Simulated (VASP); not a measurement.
# Al3N in VASP: further runs, part 2 of 2

VASP 6.6.1. The steps go on from the part before.

## 3. Single point, PBE, collinear spin, ferromagnetic start

INCAR reads:

```
SYSTEM = Al3N
ALGO     = Normal         ! electronic algorithm
DIPOL    = 0.5 0.5 0.338
EDIFF    = 1E-7           ! SCF threshold, eV
ENCUT    = 520            ! plane-wave cutoff, eV
GGA      = PE             ! functional
IDIPOL   = 3            
ISIF     = 2              ! what is computed and relaxed
ISMEAR   = 0              ! smearing method
ISPIN    = 2              ! spin polarisation
LASPH    = .True.         ! aspherical terms in the spheres
LCHARG   = .False.        ! write CHGCAR
LDIPOL   = .True.       
LORBIT   = 11             ! projections on sites
LREAL    = .False.        ! projectors in reciprocal space
LWAVE    = .False.        ! write WAVECAR
MAGMOM   = 0 0 0 3        ! initial moments
NBANDS   = 19             ! bands
NELM     = 150            ! most SCF steps
PREC     = Accurate       ! precision mode
SIGMA    = 0.1            ! smearing width, eV
```

KPOINTS reads:

```
k-points
0
Gamma
  9 9 1
  0 0 0
```

POSCAR reads:

```
Al3N
1.0
    2.8567582919      0.0000000000      0.0000000000
   -1.4283791460      2.4740252533      0.0000000000
    0.0000000000      0.0000000000     21.6013781961
Al N
3 1
Direct
    0.6666666667      0.3333333333      0.1851733701
    0.3333333333      0.6666666667      0.2916813827
    0.0000000000      0.0000000000      0.3981865471
    0.3333333333      0.0000000000      0.4750334957
```

Potentials or basis: VASP PAW PBE potentials, release 64 (Al, N).

Launch:

```bash
cat potpaw_PBE.64/Al/POTCAR potpaw_PBE.64/N/POTCAR > POTCAR
mpirun -np 1 vasp_std > vasp.out
```

OUTCAR:

```text
SYSTEM = Al3N
   EDIFF = 1E-7
   ENCUT = 520
   GGA = PE
   ISIF = 2
   ISMEAR = 0
   ISPIN = 2
   LASPH = .True.
   LORBIT = 11
   LREAL = .False.
   NELM = 150
   PREC = Accurate

 ion  position               nearest neighbor table
   1  0.667  0.333  0.185-   2 2.83   2 2.83   2 2.83
   2  0.333  0.667  0.292-   3 2.83   3 2.83   3 2.83   1 2.83   1 2.83   1 2.83
   3  0.000  0.000  0.398-   4 1.91   4 2.53   2 2.83   2 2.83   2 2.83
   4  0.333  0.000  0.475-   3 1.91   3 2.53

  LATTYP: Found a hexagonal cell.
 ALAT       =     2.8567582919
 C/A-ratio  =     7.5615001302

  Lattice vectors:

 A1 = (   2.8567582919,   0.0000000000,   0.0000000000)
 A2 = (  -1.4283791460,   2.4740252533,   0.0000000000)
 A3 = (   0.0000000000,   0.0000000000,  21.6013781961)

Analysis of symmetry for initial positions (statically):
=====================================================================
 Subroutine PRICEL returns:
 Original cell was already a primitive cell.

 Routine SETGRP: Setting up the symmetry group for a
 hexagonal supercell.

 Subroutine GETGRP returns: Found  1 space group operations
 (whereof  1 operations were pure point group operations)
 out of a pool of 24 trial point group operations.

The static configuration has the point symmetry C_1 .

Analysis of symmetry for dynamics (positions and initial velocities):
=====================================================================
 Subroutine PRICEL returns:
 Original cell was already a primitive cell.

 Routine SETGRP: Setting up the symmetry group for a
 hexagonal supercell.

 Subroutine GETGRP returns: Found  1 space group operations
 (whereof  1 operations were pure point group operations)
 out of a pool of 24 trial point group operations.

The dynamic configuration has the point symmetry C_1 .

Analysis of structural, dynamic, and magnetic symmetry:
=====================================================================
 Subroutine PRICEL returns:
 Original cell was already a primitive cell.

 Routine SETGRP: Setting up the symmetry group for a
 hexagonal supercell.

 Subroutine GETGRP returns: Found  1 space group operations
 (whereof  1 operations were pure point group operations)
 out of a pool of 24 trial point group operations.

The overall configuration has the point symmetry C_1 .

 Subroutine INISYM returns: Found  1 space group operations
 (whereof  1 operations are pure point group operations),
 and found     1 'primitive' translations

----------------------------------------------------------------------------------------

                                     Primitive cell

  volume of cell :     152.6719

  direct lattice vectors                    reciprocal lattice vectors
     2.856758292  0.000000000  0.000000000     0.350047116  0.202099796  0.000000000
    -1.428379146  2.474025253  0.000000000     0.000000000  0.404199593  0.000000000
     0.000000000  0.000000000 21.601378196     0.000000000  0.000000000  0.046293343

  length of vectors
     2.856758292  2.856758292 21.601378196     0.404199593  0.404199593  0.046293343
[... 85 lines left out ...]
   EDIFF  = 0.1E-06   stopping-criterion for ELM
   LREAL  =      F    real-space projection
   EDIFFG = 0.1E-05   stopping-criterion for IOM
   NSW    =      0    number of steps for IOM
   IBRION =     -1    ionic relax: 0-MD 1-quasi-New 2-CG
   NFREE  =      0    steps in history (QN), initial steepest desc. (CG)
   ISIF   =      2    stress and relaxation
   ISYM   =      2    0-nonsym 1-usesym 2-fastsym
   POTIM  = 0.5000    time-step for ionic-motion
   TEBEG  =    0.0;   TEEND  =   0.0 temperature during run
   PSTRESS=    0.0 pullay stress
   NELECT =      14.0000    total number of electrons
   NUPDOWN=      -1.0000    fix difference up-down
   EMIN   =  10.00;   EMAX   =-10.00  energy-range for DOS
   EFERMI =   0.00;   METHOD = LEGACY
   ISMEAR =     0;   SIGMA  =   0.10  broadening in eV -4-tet -1-fermi 0-gaus
   EFERMI_NEDOS =   21; number of points for ismear=-14 and -15
   IALGO  =     38    algorithm
   IMIX   =      4    mixing-type and parameters
     AMIX     =   0.40;   BMIX     =  1.00
     AMIX_MAG =   1.60;   BMIX_MAG =  1.00
  volume/ion in A,a.u.               =      38.17       257.57
  Fermi-wavevector in a.u.,A,eV,Ry     =   0.738240  1.395072  7.415160  0.544999
  Thomas-Fermi vector in A             =   1.832115
   LORBIT       =     11    0 simple, 1 ext, 2 COOP (PROOUT), +10 PAW based schemes
   GGA     = PE    functional components
   LHFCALC =     F    Hartree Fock is set to
   AEXX    =    0.0000 exact exchange contribution
   IVDW    =     0    specifies the selected vdW correction
   LEPSILON=     F    determine dielectric tensor
   LRPA    =     F    only Hartree local field effects (RPA)
 spin polarized calculation
 Gauss-broadening in eV      SIGMA  =   0.10
  energy-cutoff  :      520.00
  volume of cell :      152.67
 maximum number of plane-waves:      4139
 NGX is ok and might be reduce to    24
   NGX = 11   NGY = 11   NGZ = 81

 number of electron      13.9999999 magnetization       0.6187062

 dipolmoment           0.000000      0.000000      0.161298 electrons x Angstroem

 Free energy of the ion-electron system (eV)
  ---------------------------------------------------
  ext. energy  EPLUGINS =         0.00000000
  ---------------------------------------------------
  free energy    TOTEN  =       -15.84702380 eV

  energy without entropy =      -15.83500706  energy(sigma->0) =      -15.84101543

 E-fermi :  -1.1251     XC(G=0):  -4.6793

 val. band max:       -1.1500334016   @ k =  -0.3333   0.3333   0.0000
 cond. band min:      -1.1048577962   @ k =  -0.3333  -0.4444   0.0000
 fundamental gap:      0.0451756054
 Fermi energy:        -1.1250698197

 spin component 1

 k-point     1 :       0.0000    0.0000    0.0000
  band No.  band energies     occupation
      1     -15.4616      1.00000
      2     -11.6378      1.00000
      3      -9.6184      1.00000
      4      -6.7031      1.00000
      5      -3.9591      1.00000
      6      -1.2731      0.98187
[... 517 lines left out ...]
     18       8.4849      0.00000
     19       9.4894      0.00000

 [... further k-points ...]

 spin component 2

 k-point     1 :       0.0000    0.0000    0.0000
  band No.  band energies     occupation
      1     -14.7063      1.00000
      2     -11.6144      1.00000
      3      -9.5718      1.00000
      4      -6.6326      1.00000
      5      -3.7735      1.00000
      6      -1.0568      0.16698
[... 517 lines left out ...]
     18       8.5359      0.00000
     19       9.5440      0.00000

 [... further k-points ...]

------------------------ aborting loop because EDIFF is reached ----------------------------------------

 vacuum level on the upper side and lower side of the slab       (xc-potential included)         1.973        -2.062

  FORCE on cell =-STRESS in cart. coord.  units (eV):
  Direction    XX          YY          ZZ          XY          YZ          ZX
  --------------------------------------------------------------------------------------
  -------------------------------------------------------------------------------------
  Total       -1.1990064     -0.7398076     -3.3604909     -0.1663720      0.2835135      0.9859215
  in kB      -12.5826753     -7.7637275    -35.2658392     -1.7459502      2.9752624     10.3465093
  external PRESSURE =     -18.5374140 kB  Pullay stress =       0.0000000 kB

 VOLUME and BASIS-vectors are now :
 -----------------------------------------------------------------------------
  energy-cutoff  :      520.00
  volume of cell :      152.67
      direct lattice vectors                 reciprocal lattice vectors
     2.856758292  0.000000000  0.000000000     0.350047116  0.202099796  0.000000000
    -1.428379146  2.474025253  0.000000000     0.000000000  0.404199593  0.000000000
     0.000000000  0.000000000 21.601378196     0.000000000  0.000000000  0.046293343

 POSITION                                       TOTAL-FORCE (eV/Angst)
 -----------------------------------------------------------------------------------
      1.42838      0.82468      4.00000         0.001965      0.020419     -0.110181
     -0.00000      1.64935      6.30072         0.038820     -0.109430      0.177262
      0.00000      0.00000      8.60138        -0.694125      0.013351      2.017810
      0.95225      0.00000     10.26138         0.653340      0.075660     -2.084890
 -----------------------------------------------------------------------------------
    total drift:                               -0.000008      0.000118     -0.000044

  FREE ENERGIE OF THE ION-ELECTRON SYSTEM (eV)
  ---------------------------------------------------
  free  energy   TOTEN  =       -15.8470238020 eV

  energy  without entropy=      -15.8350070622  energy(sigma->0) =      -15.84101543

 vacuum level on the upper side and lower side of the slab         6.919         2.766

 total charge

# of ion       s       p       d       tot
------------------------------------------
    1        0.449   0.311   0.000   0.760
    2        0.425   0.349   0.000   0.774
    3        0.407   0.355   0.000   0.762
    4        1.364   2.010   0.000   3.374
--------------------------------------------------
tot          2.646   3.025   0.000   5.670

 magnetization (x)

# of ion       s       p       d       tot
------------------------------------------
    1       -0.001   0.000   0.000  -0.001
    2        0.000  -0.000   0.000  -0.000
    3       -0.006  -0.004   0.000  -0.010
    4        0.011   0.442   0.000   0.453
--------------------------------------------------
tot          0.003   0.438   0.000   0.442
```

Wall time 12 min (1 thread of Intel Xeon 8259CL, shared host); peak memory 0.47 GiB.

What came out:

* Free energy: -15.8470 eV
* Largest force: 2.186 eV/Å
* Net moment: 0.62 μB per cell
* Site moments: Al -0.00, -0.01 (each value once); N +0.45 μB
* Valence electrons inside the program's atomic spheres: Al 0.76, 0.77 (each value once); N 3.37

Forces on the atoms (eV/Å):
```
Al   0.002  0.020 -0.110
Al   0.039 -0.109  0.177
Al  -0.694  0.013  2.018
N    0.653  0.076 -2.085
```

Levels at points of the mesh, in eV from the Fermi level:
Spin up:
```csv
k point,band 4,band 5,band 6,band 7,band 8,band 9,band 10,band 11
"(0.00, 0.00, 0.00)",-5.58,-2.83,-0.15,0.62,0.80,2.86,4.36,5.93
```
Spin down:
| k point | band 4 | band 5 | band 6 | band 7 | band 8 | band 9 | band 10 | band 11 |
| --- | --- | --- | --- | --- | --- | --- | --- | --- |
| (0.00, 0.00, 0.00) | -5.51 | -2.65 | 0.07 | 1.76 | 2.03 | 2.95 | 4.43 | 5.99 |

Caveat: a moment this small can come from the mesh or the smearing.

## 4. Single point, PBE, collinear spin, ferromagnetic start

INCAR reads:

```
SYSTEM = Al3N
ALGO = Normal
DIPOL = 0.5 0.5 0.347
EDIFF = 1E-6
ENCUT = 520
GGA = PE
IDIPOL = 3
ISIF = 2
ISMEAR = 0
ISPIN = 2
LASPH = .TRUE.
LCHARG = .FALSE.
LDIPOL = .TRUE.
LORBIT = 11
LREAL = .FALSE.
LWAVE = .FALSE.
MAGMOM = 0 0 0 3
NBANDS = 19
NELM = 150
PREC = Accurate
SIGMA = 0.1
```

KPOINTS reads:

```
k-points
0
G
  9 9 1
  0 0 0
```

POSCAR, as its differences from that of step 3:

```diff
@@ -11,2 +11,2 @@
     0.0000000000      0.0000000000      0.3981865471
-    0.3333333333      0.0000000000      0.4750334957
+    0.3333333333      0.0000000000      0.5125311031
```

Launch:

```bash
cat potpaw_PBE.64/Al/POTCAR potpaw_PBE.64/N/POTCAR > POTCAR
mpirun -np 1 vasp_std > vasp.out
```

Wall time 8 min (1 thread of Intel Xeon 8259CL, shared host); peak memory 0.46 GiB.

It converged, with:

- Free energy: -14.0384 eV
- Largest force: 1.403 eV/Å
- Net moment: 2.30 μB per cell
- Site moments: Al -0.01, -0.03 (each value once); N +1.65 μB
- Valence electrons inside the program's atomic spheres: Al 0.76, 0.77, 0.74; N 3.30

Forces in eV/Å, atoms in the order of the input:
```
Al   0.003  0.001 -0.145
Al   0.001 -0.002  0.009
Al   0.124  0.001  1.397
N   -0.129  0.000 -1.261
```

Levels at points of the mesh, in eV from the Fermi level:
Spin up:
```
           k point  band 5  band 6  band 7  band 8  band 9  band 10  band 11  band 12
(0.00, 0.00, 0.00)   -3.49   -1.48   -0.02    0.02    1.70     3.90     5.39     6.51
```
Spin down:
| k point | band 2 | band 3 | band 4 | band 5 | band 6 | band 7 | band 8 | band 9 | band 10 | band 11 |
| --- | --- | --- | --- | --- | --- | --- | --- | --- | --- | --- |
| (0.00, 0.00, 0.00) | -10.50 | -8.76 | -6.00 | -2.93 | 0.08 | 2.24 | 3.90 | 4.04 | 4.07 | 5.46 |

## 5. Single point, PBE, collinear spin, ferromagnetic start

INCAR reads:

```
  ALGO = Normal
  DIPOL = 0.5 0.5 0.361
  EDIFF = 1E-6
  ENCUT = 520
  GGA = PE
  IDIPOL = 3
  ISIF = 2
  ISMEAR = 0
  ISPIN = 2
  LASPH = True
  LCHARG = False
  LDIPOL = True
  LORBIT = 11
  LREAL = False
  LWAVE = False
  MAGMOM = 0 0 0 3
  NBANDS = 19
  NELM = 150
  PREC = Accurate
  SIGMA = 0.1
```

KPOINTS reads:

```
k-points
0
Gamma
  9 9 1
```

POSCAR, as its differences from that of step 4:

```diff
@@ -11,2 +11,2 @@
     0.0000000000      0.0000000000      0.3981865471
-    0.3333333333      0.0000000000      0.5125311031
+    0.3333333333      0.0000000000      0.5680831142
```

Launch:

```bash
cat potpaw_PBE.64/Al/POTCAR potpaw_PBE.64/N/POTCAR > POTCAR
mpirun -np 1 vasp_std > vasp.out
```

Wall time 11 min (1 thread of Intel Xeon 8259CL, shared host); peak memory 0.47 GiB.

Results (log left out):

```
Free energy                                           : -13.4469 eV
Largest force                                         : 0.325 eV/Å
Net moment                                            : 2.81 μB per cell
Site moments                                          : Al -0.01; N +1.93 μB
Valence electrons inside the program's atomic spheres : Al 0.76, 0.77 (each value once); N 3.30
```

Forces on the atoms (eV/Å):
```
Al   0.000  0.000 -0.187
Al   0.000  0.000 -0.021
Al   0.003  0.000  0.325
N   -0.003  0.001 -0.117
```

Levels at points of the mesh, in eV from the Fermi level:
Spin up:
```tsv
k point	band 6	band 7	band 8	band 9	band 10	band 11
(0.00, 0.00, 0.00)	-2.63	-0.54	-0.53	0.80	3.45	4.77
```
Spin down:
| k point | band 1 | band 2 | band 3 | band 4 | band 5 | band 6 | band 7 | band 8 | band 9 | band 10 |
| --- | --- | --- | --- | --- | --- | --- | --- | --- | --- | --- |
| (0.00, 0.00, 0.00) | -10.69 | -10.41 | -8.92 | -6.18 | -3.06 | 0.16 | 1.26 | 3.52 | 4.10 | 4.12 |

## 6. The runs side by side

| cell | gap on the mesh (eV) | moment (μB) | largest force (eV/Å) |
| --- | --- | --- | --- |
| as given, atomic positions A | none | 2.48 | 0.72 |
| as given, atomic positions B | none | 0.62 | 2.19 |
| as given, atomic positions C | none | 2.30 | 1.40 |
| as given, atomic positions D | none | 2.81 | 0.32 |

Alike in all rows: task single point; level PBE; potentials or basis VASP PAW PBE potentials, release 64 (Al, N); spin collinear, ferromagnetic start; k mesh 9 × 9 × 1; cutoff (eV) 520; smearing gaussian 0.1 eV.

Caveats: a moment this small can come from the mesh or the smearing (at least some runs).

Absolute energies hang on the potentials; compare differences alone.

The gap in the log of VASP goes by the Fermi energy; the results here count the filled bands.